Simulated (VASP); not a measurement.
# Ga2O (P-3m1) in VASP: a series of runs

Runs on Ga2O. Level: PBE. Tasks: single point, relaxation of cell and atoms.

Program: VASP 6.6.1. These are calculated values, not measurements. Logs are shortened: lines on timing, memory, paths and dates and some standing lists are left out, and cuts for length are marked.

## Step 1: The cell of the first run

It takes space group P-3m1 (No. 164, trigonal). The conventional cell has a = 3.055 Å, b = 3.055 Å, c = 13.397 Å, α = 90.00°, β = 90.00°, γ = 120.00°. Ga (site symmetry 3m) has 3 O at 1.93 Å and 1 Ga at 2.52 Å within 2.6 Å. Ga (site symmetry 3m) has 9 Ga at 3.06 to 3.07 Å and 1 O at 3.41 Å within 4.0 Å. Within 2.6 Å of O (site symmetry 3m) lie 3 Ga at 1.93 Å.

## Step 2: Single point, PBE

File INCAR:

```
SYSTEM = Ga2O
ALGO = Normal
EDIFF = 1E-6
ENCUT = 520
GGA = PE
ISIF = 2
ISMEAR = -1
LASPH = .TRUE.
LCHARG = .FALSE.
LREAL = .FALSE.
LWAVE = .FALSE.
NBANDS = 41
NELM = 60
PREC = Accurate
SIGMA = 0.15
```

File KPOINTS:

```
k-points
0
G
  12 12 4
  0 0 0
```

File POSCAR:

```
Ga2O
1.0
    3.0552007146      0.0000000000      0.0000000000
   -1.5276003573      2.6458814325      0.0000000000
    0.0000000000      0.0000000000     13.3974868200
Ga O
4 2
Direct
    0.0000000000      0.0000000000      0.4059439932
    0.0000000000      0.0000000000      0.5940560068
    0.6666666667      0.3333333333      0.0937134107
    0.3333333333      0.6666666667      0.9062865893
    0.6666666667      0.3333333333      0.3481275516
    0.3333333333      0.6666666667      0.6518724484
```

Potentials or basis: VASP PAW PBE potentials, release 64 (Ga_d, O).

Launch:

```bash
$ cat potpaw_PBE.64/Ga_d/POTCAR potpaw_PBE.64/O/POTCAR > POTCAR
$ mpirun -np 1 vasp_std > vasp.out
```

OUTCAR:

```text
SYSTEM = Ga2O
   EDIFF = 1E-6
   ENCUT = 520
   GGA = PE
   ISIF = 2
   ISMEAR = -1
   LASPH = .TRUE.
   LREAL = .FALSE.
   NELM = 60
   PREC = Accurate

 ion  position               nearest neighbor table
   1  0.000  0.000  0.406-   5 1.93   5 1.93   5 1.93   2 2.52
   2  0.000  0.000  0.594-   6 1.93   6 1.93   6 1.93   1 2.52
   3  0.667  0.333  0.094-
   4  0.333  0.667  0.906-
   5  0.667  0.333  0.348-   1 1.93   1 1.93   1 1.93
   6  0.333  0.667  0.652-   2 1.93   2 1.93   2 1.93

  LATTYP: Found a hexagonal cell.
 ALAT       =     3.0552007146
 C/A-ratio  =     4.3851412956

  Lattice vectors:

 A1 = (   3.0552007146,   0.0000000000,   0.0000000000)
 A2 = (  -1.5276003573,   2.6458814325,   0.0000000000)
 A3 = (   0.0000000000,   0.0000000000,  13.3974868200)

Analysis of symmetry for initial positions (statically):
=====================================================================
 Subroutine PRICEL returns:
 Original cell was already a primitive cell.

 Routine SETGRP: Setting up the symmetry group for a
 hexagonal supercell.

 Subroutine GETGRP returns: Found 12 space group operations
 (whereof 12 operations were pure point group operations)
 out of a pool of 24 trial point group operations.

The static configuration has the point symmetry D_3d.

Analysis of symmetry for dynamics (positions and initial velocities):
=====================================================================
 Subroutine PRICEL returns:
 Original cell was already a primitive cell.

 Routine SETGRP: Setting up the symmetry group for a
 hexagonal supercell.

 Subroutine GETGRP returns: Found 12 space group operations
 (whereof 12 operations were pure point group operations)
 out of a pool of 24 trial point group operations.

The dynamic configuration has the point symmetry D_3d.

 Subroutine INISYM returns: Found 12 space group operations
 (whereof 12 operations are pure point group operations),
 and found     1 'primitive' translations

----------------------------------------------------------------------------------------

                                     Primitive cell

  volume of cell :     108.3012

  direct lattice vectors                    reciprocal lattice vectors
     3.055200715  0.000000000  0.000000000     0.327310738  0.188972943  0.000000000
[... 95 lines left out ...]
   LREAL  =      F    real-space projection
   EDIFFG = 0.1E-04   stopping-criterion for IOM
   NSW    =      0    number of steps for IOM
   IBRION =     -1    ionic relax: 0-MD 1-quasi-New 2-CG
   NFREE  =      0    steps in history (QN), initial steepest desc. (CG)
   ISIF   =      2    stress and relaxation
   ISYM   =      2    0-nonsym 1-usesym 2-fastsym
   POTIM  = 0.5000    time-step for ionic-motion
   TEBEG  =    0.0;   TEEND  =   0.0 temperature during run
   PSTRESS=    0.0 pullay stress
   NELECT =      64.0000    total number of electrons
   NUPDOWN=      -1.0000    fix difference up-down
   EMIN   =  10.00;   EMAX   =-10.00  energy-range for DOS
   EFERMI =   0.00;   METHOD = LEGACY
   ISMEAR =    -1;   SIGMA  =   0.15  broadening in eV -4-tet -1-fermi 0-gaus
   EFERMI_NEDOS =   21; number of points for ismear=-14 and -15
   IALGO  =     38    algorithm
   IMIX   =      4    mixing-type and parameters
     AMIX     =   0.40;   BMIX     =  1.00
     AMIX_MAG =   1.60;   BMIX_MAG =  1.00
  volume/ion in A,a.u.               =      18.05       121.81
  Fermi-wavevector in a.u.,A,eV,Ry     =   1.373800  2.596106 25.678654  1.887328
  Thomas-Fermi vector in A             =   2.499285
   LORBIT       =      0    0 simple, 1 ext, 2 COOP (PROOUT), +10 PAW based schemes
   GGA     = PE    functional components
   LHFCALC =     F    Hartree Fock is set to
   AEXX    =    0.0000 exact exchange contribution
   IVDW    =     0    specifies the selected vdW correction
   LEPSILON=     F    determine dielectric tensor
   LRPA    =     F    only Hartree local field effects (RPA)
 non-spin polarized calculation
  energy-cutoff  :      520.00
  volume of cell :      108.30
 maximum number of plane-waves:      2943
 NGX is ok and might be reduce to    24
   NGX = 11   NGY = 11   NGZ = 49

 number of electron      63.9999986 magnetization

 Free energy of the ion-electron system (eV)
  ---------------------------------------------------
  ext. energy  EPLUGINS =         0.00000000
  ---------------------------------------------------
  free energy    TOTEN  =       -26.79621250 eV

  energy without entropy =      -26.70739652  energy(sigma->0) =      -26.75180451

 E-fermi :   4.0250     XC(G=0):  -9.8051

 val. band max:        3.9936532174   @ k =   0.0833   0.0000   0.2500
 cond. band min:       4.0987681765   @ k =   0.1667   0.1667   0.5000
 fundamental gap:      0.1051149591
 Fermi energy:         4.0249862177

 k-point     1 :       0.0000    0.0000    0.0000
  band No.  band energies     occupation
      1     -16.8918      2.00000
      2     -16.8314      2.00000
      3     -11.7649      2.00000
      4     -11.7649      2.00000
      5     -11.7556      2.00000
      6     -11.7556      2.00000
[... 1045 lines left out ...]
     40      12.1105      0.00000
     41      12.3910      0.00000

 [... further k-points ...]

------------------------ aborting loop because EDIFF is reached ----------------------------------------

  FORCE on cell =-STRESS in cart. coord.  units (eV):
  Direction    XX          YY          ZZ          XY          YZ          ZX
  --------------------------------------------------------------------------------------
  -------------------------------------------------------------------------------------
  Total        0.2535997      0.2535997      0.0658363      0.0000000     -0.0000000      0.0000000
  in kB        3.7516803      3.7516803      0.9739631      0.0000000     -0.0000000      0.0000000
  external PRESSURE =       2.8257746 kB  Pullay stress =       0.0000000 kB

 VOLUME and BASIS-vectors are now :
 -----------------------------------------------------------------------------
  energy-cutoff  :      520.00
  volume of cell :      108.30
      direct lattice vectors                 reciprocal lattice vectors
     3.055200715  0.000000000  0.000000000     0.327310738  0.188972943  0.000000000
    -1.527600357  2.645881432  0.000000000     0.000000000  0.377945885  0.000000000
     0.000000000  0.000000000 13.397486820     0.000000000  0.000000000  0.074640865

 POSITION                                       TOTAL-FORCE (eV/Angst)
 -----------------------------------------------------------------------------------
      0.00000      0.00000      5.43863         0.000000     -0.000000      0.046221
      0.00000      0.00000      7.95886        -0.000000      0.000000     -0.046221
      1.52760      0.88196      1.25552         0.000000      0.000000      0.005628
     -0.00000      1.76392     12.14196         0.000000     -0.000000     -0.005628
      1.52760      0.88196      4.66403         0.000000      0.000000     -0.055320
     -0.00000      1.76392      8.73345        -0.000000     -0.000000      0.055320
 -----------------------------------------------------------------------------------
    total drift:                                0.000000      0.000000      0.000000

  FREE ENERGIE OF THE ION-ELECTRON SYSTEM (eV)
  ---------------------------------------------------
  free  energy   TOTEN  =       -26.7962124971 eV

  energy  without entropy=      -26.7073965240  energy(sigma->0) =      -26.75180451
```

It took 4.1 min on 1 thread of Intel Xeon Platinum 8488C (Sapphire Rapids), shared host; peak memory 0.38 GiB.

Results:

| Quantity | Value |
| --- | --- |
| Free energy | -26.7962 eV |
| Pressure | 0.3 GPa |
| Largest force | 0.055 eV/Å |
| Band gap on the k mesh | zero (band 32 reaches 4.65 eV, above the bottom of band 33 at 2.88 eV) |

Forces on the atoms (eV/Å):
```
Ga   0.000  0.000  0.046
Ga   0.000  0.000 -0.046
Ga   0.000  0.000  0.006
Ga   0.000  0.000 -0.006
O    0.000  0.000 -0.055
O    0.000  0.000  0.055
```

(Continued in part 2 of 2.)
